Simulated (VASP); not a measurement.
Here is a VASP 6.6.1 calculation.

INCAR

```
  ALGO = Normal
  EDIFF = 1E-7
  EDIFFG = -0.05
  ENCUT = 600
  GGA = PS
  GGA_COMPAT = False
  IBRION = 2
  ISIF = 3
  ISMEAR = 0
  LASPH = True
  LCHARG = False
  LREAL = False
  LWAVE = False
  NELM = 120
  NELMIN = 4
  NSW = 80
  PREC = Accurate
  SIGMA = 0.1
```

File KPOINTS:

```
k-points
0
Gamma
  8 8 8
```

The input POSCAR:

```
TaC
1.0
    0.0000000000      2.2508679162      2.2508679162
    2.2508679162      0.0000000000      2.2508679162
    2.2508679162      2.2508679162      0.0000000000
Ta C
1 1
Direct
    0.0000000000      0.0000000000      0.0000000000
    0.5000000000      0.5000000000      0.5000000000
```

Potentials or basis: VASP PAW PBE potentials, release 64 (Ta_pv, C).

Command:

```bash
$ cat potpaw_PBE.64/Ta_pv/POTCAR potpaw_PBE.64/C/POTCAR > POTCAR
$ mpirun -np 1 vasp_std > vasp.out
```

**Question.** Estimate the relaxed cell.

**Answer.** a = 3.143 Å, b = 3.143 Å, c = 3.143 Å, α = 60.00°, β = 60.00°, γ = 60.00°.

**Question.** Predict the space group after relaxing (to 0.05 Å).

**Answer.** Fm-3m (No. 225).

**Question.** Estimate the relaxed volume.

**Answer.** 10.98 Å³/atom.

Final structure:
```
Ta C
1.0
     0.00000    2.22256    2.22256
     2.22256    0.00000    2.22256
     2.22256    2.22256    0.00000
Ta C
1 1
Direct
  0.00000 0.00000 0.00000
  0.50000 0.50000 0.50000
```

Caveat: the PAW data sets were made with another functional, which shifts forces and pressure a little.
